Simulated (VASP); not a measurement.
# Pt (Fm-3m) in VASP: notebook

Runs on Pt. Level: PBE. Tasks: single point.

All numbers are computed with VASP 6.6.1; they aren't measurements. Logs are shortened: lines on timing, memory, paths and dates and some standing lists are left out, and cuts for length are marked.

### Step 1. The cell of the first run

It takes space group Fm-3m (No. 225, cubic). Conventional cell: a = 3.957 Å, b = 3.957 Å, c = 3.957 Å, α = 90.00°, β = 90.00°, γ = 90.00°. Pt (site symmetry m-3m) has 12 Pt at 2.80 Å within 3.7 Å.

### Step 2. Single point, PBE

INCAR

```
SYSTEM = Pt
PREC = Accurate
ENCUT = 500
EDIFF = 1E-6
ISMEAR = 1
SIGMA = 0.21
LREAL = .False.
LASPH = .True.
NELM = 120
ALGO = Normal
ISIF = 2
LWAVE = .False.
LCHARG = .False.
GGA = PE
NBANDS = 11
GGA_COMPAT = .False.
```

KPOINTS

```
Automatic mesh
0
Gamma
  8 8 8
  0 0 0
```

POSCAR

```
Pt
1.0
    0.0000000000      1.9785200000      1.9785200000
    1.9785200000      0.0000000000      1.9785200000
    1.9785200000      1.9785200000      0.0000000000
Pt
1
Direct
    0.0000000000      0.0000000000      0.0000000000
```

Potentials or basis: VASP PAW PBE potentials, release 64 (Pt).

Run with:

```
$ cat potpaw_PBE.64/Pt/POTCAR > POTCAR
$ mpirun -np 1 vasp_std > vasp.out
```

OUTCAR:

```text
SYSTEM = Pt
   PREC = Accurate
   ENCUT = 500
   EDIFF = 1E-6
   ISMEAR = 1
   LREAL = .False.
   LASPH = .True.
   NELM = 120
   ISIF = 2
   GGA = PE

 ion  position               nearest neighbor table
   1  0.000  0.000  0.000-

  LATTYP: Found a face centered cubic cell.
 ALAT       =     3.9570400000

  Lattice vectors:

 A1 = (   0.0000000000,   1.9785200000,   1.9785200000)
 A2 = (   1.9785200000,   0.0000000000,   1.9785200000)
 A3 = (   1.9785200000,   1.9785200000,   0.0000000000)

Analysis of symmetry for initial positions (statically):
=====================================================================
 Subroutine PRICEL returns:
 Original cell was already a primitive cell.

 Routine SETGRP: Setting up the symmetry group for a
 face centered cubic supercell.

 Subroutine GETGRP returns: Found 48 space group operations
 (whereof 48 operations were pure point group operations)
 out of a pool of 48 trial point group operations.

The static configuration has the point symmetry O_h .

Analysis of symmetry for dynamics (positions and initial velocities):
=====================================================================
 Subroutine PRICEL returns:
 Original cell was already a primitive cell.

 Routine SETGRP: Setting up the symmetry group for a
 face centered cubic supercell.

 Subroutine GETGRP returns: Found 48 space group operations
 (whereof 48 operations were pure point group operations)
 out of a pool of 48 trial point group operations.

The dynamic configuration has the point symmetry O_h .

 Subroutine INISYM returns: Found 48 space group operations
 (whereof 48 operations are pure point group operations),
 and found     1 'primitive' translations

----------------------------------------------------------------------------------------

                                     Primitive cell

  volume of cell :      15.4900

  direct lattice vectors                    reciprocal lattice vectors
     0.000000000  1.978520000  1.978520000    -0.252714150  0.252714150  0.252714150
     1.978520000  0.000000000  1.978520000     0.252714150 -0.252714150  0.252714150
     1.978520000  1.978520000  0.000000000     0.252714150  0.252714150 -0.252714150

  length of vectors
     2.798049817  2.798049817  2.798049817     0.437713748  0.437713748  0.437713748

  position of ions in fractional coordinates (direct lattice)
     0.000000000  0.000000000  0.000000000

  ion indices of the primitive-cell ions
   primitive index   ion index
                 1           1

[... 71 lines left out ...]
   EDIFF  = 0.1E-05   stopping-criterion for ELM
   LREAL  =      F    real-space projection
   EDIFFG = 0.1E-04   stopping-criterion for IOM
   NSW    =      0    number of steps for IOM
   IBRION =     -1    ionic relax: 0-MD 1-quasi-New 2-CG
   NFREE  =      0    steps in history (QN), initial steepest desc. (CG)
   ISIF   =      2    stress and relaxation
   ISYM   =      2    0-nonsym 1-usesym 2-fastsym
   POTIM  = 0.5000    time-step for ionic-motion
   TEBEG  =    0.0;   TEEND  =   0.0 temperature during run
   PSTRESS=    0.0 pullay stress
   NELECT =      10.0000    total number of electrons
   NUPDOWN=      -1.0000    fix difference up-down
   EMIN   =  10.00;   EMAX   =-10.00  energy-range for DOS
   EFERMI =   0.00;   METHOD = LEGACY
   ISMEAR =     1;   SIGMA  =   0.21  broadening in eV -4-tet -1-fermi 0-gaus
   EFERMI_NEDOS =   21; number of points for ismear=-14 and -15
   IALGO  =     38    algorithm
   IMIX   =      4    mixing-type and parameters
     AMIX     =   0.40;   BMIX     =  1.00
     AMIX_MAG =   1.60;   BMIX_MAG =  1.00
  volume/ion in A,a.u.               =      15.49       104.53
  Fermi-wavevector in a.u.,A,eV,Ry     =   1.414896  2.673765 27.237904  2.001929
  Thomas-Fermi vector in A             =   2.536390
   LORBIT       =      0    0 simple, 1 ext, 2 COOP (PROOUT), +10 PAW based schemes
   GGA     = PE    functional components
   LHFCALC =     F    Hartree Fock is set to
   AEXX    =    0.0000 exact exchange contribution
   IVDW    =     0    specifies the selected vdW correction
   LEPSILON=     F    determine dielectric tensor
   LRPA    =     F    only Hartree local field effects (RPA)
 non-spin polarized calculation
 Methfessel and Paxton  Order N= 1 SIGMA  =   0.21
  energy-cutoff  :      500.00
  volume of cell :       15.49
 maximum number of plane-waves:       411
   NGX = 11   NGY = 11   NGZ = 11

 number of electron      10.0000002 magnetization

 Free energy of the ion-electron system (eV)
  ---------------------------------------------------
  ext. energy  EPLUGINS =         0.00000000
  ---------------------------------------------------
  free energy    TOTEN  =        -6.08128577 eV

  energy without entropy =       -6.07942196  energy(sigma->0) =       -6.08066450

 E-fermi :  10.6672     XC(G=0): -13.3380

 val. band max:       10.5504788427   @ k =  -0.3750   0.3750   0.0000
 cond. band min:      10.6902909375   @ k =  -0.2500   0.1250   0.0000
 fundamental gap:      0.1398120948
 Fermi energy:        10.6671784247

 k-point     1 :       0.0000    0.0000    0.0000
  band No.  band energies     occupation
      1       0.8388      2.00000
      2       7.0992      2.00000
      3       7.0992      2.00000
      4       7.0992      2.00000
      5       9.1545      2.00000
      6       9.1545      2.00000
      7      25.4740      0.00000
      8      30.2861      0.00000
      9      30.2861      0.00000
     10      30.2861      0.00000
     11      35.5424      0.00000
[... 309 lines left out ...]
 k-point    24 :      -0.3750    0.2500    0.1250
  band No.  band energies     occupation
      1       4.9314      2.00000
      2       6.1271      2.00000
      3       7.4394      2.00000
      4       8.1571      2.00000
      5      10.5331      1.87287
      6      15.0976      0.00000
      7      16.0926      0.00000
      8      25.2212      0.00000
      9      25.6843      0.00000
     10      29.7698      0.00000
     11      36.6526      0.00000

 [... further k-points ...]
[... 5 lines left out ...]
  --------------------------------------------------------------------------------------
  -------------------------------------------------------------------------------------
  Total        0.1229071      0.1229071      0.1229071      0.0000000     -0.0000000      0.0000000
  in kB       12.7126533     12.7126533     12.7126533      0.0000000     -0.0000000      0.0000000
  external PRESSURE =      12.7126533 kB  Pullay stress =       0.0000000 kB

 VOLUME and BASIS-vectors are now :
 -----------------------------------------------------------------------------
  energy-cutoff  :      500.00
  volume of cell :       15.49
      direct lattice vectors                 reciprocal lattice vectors
     0.000000000  1.978520000  1.978520000    -0.252714150  0.252714150  0.252714150
     1.978520000  0.000000000  1.978520000     0.252714150 -0.252714150  0.252714150
     1.978520000  1.978520000  0.000000000     0.252714150  0.252714150 -0.252714150

 POSITION                                       TOTAL-FORCE (eV/Angst)
 -----------------------------------------------------------------------------------
      0.00000      0.00000      0.00000         0.000000      0.000000      0.000000
 -----------------------------------------------------------------------------------
    total drift:                                0.000000     -0.000000     -0.000000

  FREE ENERGIE OF THE ION-ELECTRON SYSTEM (eV)
  ---------------------------------------------------
  free  energy   TOTEN  =        -6.0812857688 eV

  energy  without entropy=       -6.0794219619  energy(sigma->0) =       -6.08066450
```

It took 4.2 s on 1 thread of Intel Xeon Platinum 8488C (Sapphire Rapids), shared host; peak memory 0.12 GiB.

What came out:

| Item | Value |
| --- | --- |
| Free energy | -6.0813 eV |
| Pressure | 1.3 GPa |
| Band gap on the k mesh | zero (band 5 reaches 11.18 eV, above the bottom of band 6 at 9.06 eV) |

Caveat: spin-orbit coupling is left out, which moves the levels of the heavy elements.

### Step 3. Single point, PBE, non-collinear spin, zero start, spin-orbit coupling

INCAR

```
  ALGO = Normal
  EDIFF = 1E-6
  ENCUT = 500
  GGA = PE
  GGA_COMPAT = F
  ISIF = 2
  ISMEAR = 1
  LASPH = T
  LCHARG = T
  LMAXMIX = 4
  LORBIT = 11
  LORBMOM = T
  LREAL = F
  LSORBIT = T
  LVHAR = T
  LWAVE = F
  MAGMOM = 0 0 0
  NBANDS = 21
  NELM = 200
  PREC = Accurate
  SIGMA = 0.21
```

KPOINTS

```
k-points
0
Gamma
  8 8 8
```

POSCAR is that of step 2.

Potentials or basis: VASP PAW PBE potentials, release 64 (Pt).

Run with:

```
$ cat potpaw_PBE.64/Pt/POTCAR > POTCAR
$ mpirun -np 1 vasp_ncl > vasp.out
```

Run time: 19 s. Hardware: 1 thread of Intel Xeon Platinum 8488C (Sapphire Rapids), shared host; peak memory 0.16 GiB.

The run converged. Its results:

| Property | Result |
| --- | --- |
| Free energy | -6.4720 eV |
| Pressure | 3.0 GPa |
| Net moment | 0.00 μB per cell |
| Valence electrons inside the program's atomic spheres | Pt 9.23 |

Moments on the atoms (μB; x, y, z):
```
Pt  0.00 0.00 0.00
```

### Step 4. Single point, PBE, non-collinear spin, zero start, spin-orbit coupling

INCAR

```
SYSTEM = Pt
  PREC = Accurate
  ENCUT = 500
  EDIFF = 1E-6
  ISMEAR = 1
  SIGMA = 0.21
  LREAL = .FALSE.
  LASPH = .TRUE.
  NELM = 200
  ALGO = Normal
  ISIF = 2
  LWAVE = .FALSE.
  LCHARG = .FALSE.
  MAGMOM = 0 0 0
  LORBIT = 11
  LSORBIT = .TRUE.
  GGA_COMPAT = .FALSE.
  LORBMOM = .TRUE.
  LMAXMIX = 4
  GGA = PE
  NBANDS = 21
```

KPOINTS

```
Automatic mesh
0
G
  8 8 8
  0 0 0
```

POSCAR is that of step 3.

Potentials or basis: VASP PAW PBE potentials, release 64 (Pt).

Run with:

```
$ cat potpaw_PBE.64/Pt/POTCAR > POTCAR
$ mpirun -np 1 vasp_ncl > vasp.out
```

OUTCAR:

```text
SYSTEM = Pt
   PREC = Accurate
   ENCUT = 500
   EDIFF = 1E-6
   ISMEAR = 1
   LREAL = .FALSE.
   LASPH = .TRUE.
   NELM = 200
   ISIF = 2
   LORBIT = 11
   LSORBIT = .TRUE.
   GGA = PE

 ion  position               nearest neighbor table
   1  0.000  0.000  0.000-

  LATTYP: Found a face centered cubic cell.
 ALAT       =     3.9570400000

  Lattice vectors:

 A1 = (   0.0000000000,   1.9785200000,   1.9785200000)
 A2 = (   1.9785200000,   0.0000000000,   1.9785200000)
 A3 = (   1.9785200000,   1.9785200000,   0.0000000000)

Analysis of symmetry for initial positions (statically):
=====================================================================
 Subroutine PRICEL returns:
 Original cell was already a primitive cell.

[... 822 lines left out ...]
            0.000   0.000   0.000

 Spin-Orbit-Coupling matrix elements

 Ion:    1  E_soc:     -0.7904086
 l=   1
     0.0000000    -0.0322892    -0.0322892
    -0.0322892     0.0000000    -0.0322892
    -0.0322892    -0.0322892     0.0000000
 l=   2
     0.0000000    -0.0173901     0.0000000    -0.0173901    -0.0820554
    -0.0173901     0.0000000    -0.0615416    -0.0173901    -0.0205139
     0.0000000    -0.0615416     0.0000000    -0.0615416     0.0000000
    -0.0173901    -0.0173901    -0.0615416     0.0000000    -0.0205139
    -0.0820554    -0.0205139     0.0000000    -0.0205139     0.0000000
 l=   3
     0.0000000     0.0000000     0.0000000     0.0000000     0.0000000     0.0000000     0.0000000
     0.0000000     0.0000000     0.0000000     0.0000000     0.0000000     0.0000000     0.0000000
     0.0000000     0.0000000     0.0000000     0.0000000     0.0000000     0.0000000     0.0000000
     0.0000000     0.0000000     0.0000000     0.0000000     0.0000000     0.0000000     0.0000000
     0.0000000     0.0000000     0.0000000     0.0000000     0.0000000     0.0000000     0.0000000
     0.0000000     0.0000000     0.0000000     0.0000000     0.0000000     0.0000000     0.0000000
     0.0000000     0.0000000     0.0000000     0.0000000     0.0000000     0.0000000     0.0000000

 total charge

# of ion       s       p       d       tot
------------------------------------------
    1        0.630   0.605   7.992   9.227

 magnetization (x)

# of ion       s       p       d       tot
------------------------------------------
    1        0.000   0.000  -0.000  -0.000

 magnetization (y)

# of ion       s       p       d       tot
------------------------------------------
    1        0.000   0.000  -0.000  -0.000

 magnetization (z)

# of ion       s       p       d       tot
------------------------------------------
    1        0.000   0.000  -0.000  -0.000
```

stdout:

```text
POSCAR found type information on POSCAR Pt
 POSCAR found :  1 types and       1 ions
 scaLAPACK will be used
 LDA part: xc-table for (Slater+PW92), standard interpolation
 POSCAR, INCAR and KPOINTS ok, starting setup
 FFT: planning ... GRIDC
 FFT: planning ... GRID_SOFT
 FFT: planning ... GRID
 WAVECAR not read
 entering main loop
```

Wall time 14 s (1 thread of Intel Xeon Platinum 8488C (Sapphire Rapids), shared host); peak memory 0.16 GiB.

Results:

| Property | Result |
| --- | --- |
| Free energy | -6.4720 eV |
| Pressure | 3.0 GPa |
| Net moment | 0.00 μB per cell |
| Valence electrons inside the program's atomic spheres | Pt 9.23 |

Moments on the atoms (μB; x, y, z):
```
Pt  0.00 0.00 0.00
```
